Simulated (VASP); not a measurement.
# Bi2Se3: single point with PBE

Crystal: Bi2Se3.

```
Bi Se
1.0
     9.84047    0.00000    0.00000
     8.96834    4.05016    0.00000
     8.96834    1.93118    3.56011
Bi Se
2 3
Cartesian
  11.1331 2.3973 1.4269
  16.6441 3.5840 2.1332
  0.0000 0.0000 0.0000
  5.8804 1.2663 0.7537
  21.8967 4.7151 2.8064
```

```
Program                : VASP 6.6.1
Task                   : single point
Functional             : PBE
Potentials or basis    : VASP PAW PBE potentials, release 64 (Bi_d, Se)
Cutoff                 : 520 eV
k mesh                 : 6 × 6 × 6
Occupations            : gaussian, width 0.01 eV
Spin                   : no spin polarisation
Dipole correction      : no
Further INCAR settings : ALGO = Normal; EDIFF = 1e-06; NBANDS = 32
```

```yaml
Pressure: 2.5 GPa
Largest_force: 0.192 eV/Å
Band_gap_on_the_k_mesh: 0.22 eV
```

Forces on the atoms (eV/Å):
```
Bi  -0.186 -0.040 -0.024
Bi   0.186  0.040  0.024
Se   0.000  0.000  0.000
Se  -0.183 -0.039 -0.023
Se   0.183  0.039  0.023
```

Levels at points of the mesh, in eV from the valence-band top:
```csv
k point,band 20,band 21,band 22,band 23,band 24,band 25,band 26,band 27,band 28,band 29
"(0.00, 0.00, 0.00)",-1.87,-1.87,-1.21,-1.21,0.00,0.22,1.40,1.40,2.13,2.72
"(0.50, 0.00, 0.00)",-3.02,-2.99,-2.15,-1.24,-0.56,0.84,1.93,2.96,3.15,4.09
"(0.50, 0.50, 0.00)",-2.58,-1.89,-1.88,-1.64,-1.00,1.34,1.95,2.60,2.99,3.52
"(0.50, 0.50, 0.50)",-1.63,-1.55,-1.38,-1.38,-0.44,0.63,1.70,1.70,2.06,2.38
```

It took 7.6 min on 1 thread of Intel(R) Xeon(R) 6975P-C (Granite Rapids), with other jobs on the host, peak memory 0.93 GiB.

Caveat: spin-orbit coupling is left out, which moves the levels of the heavy elements. A k mesh can miss the band edges.
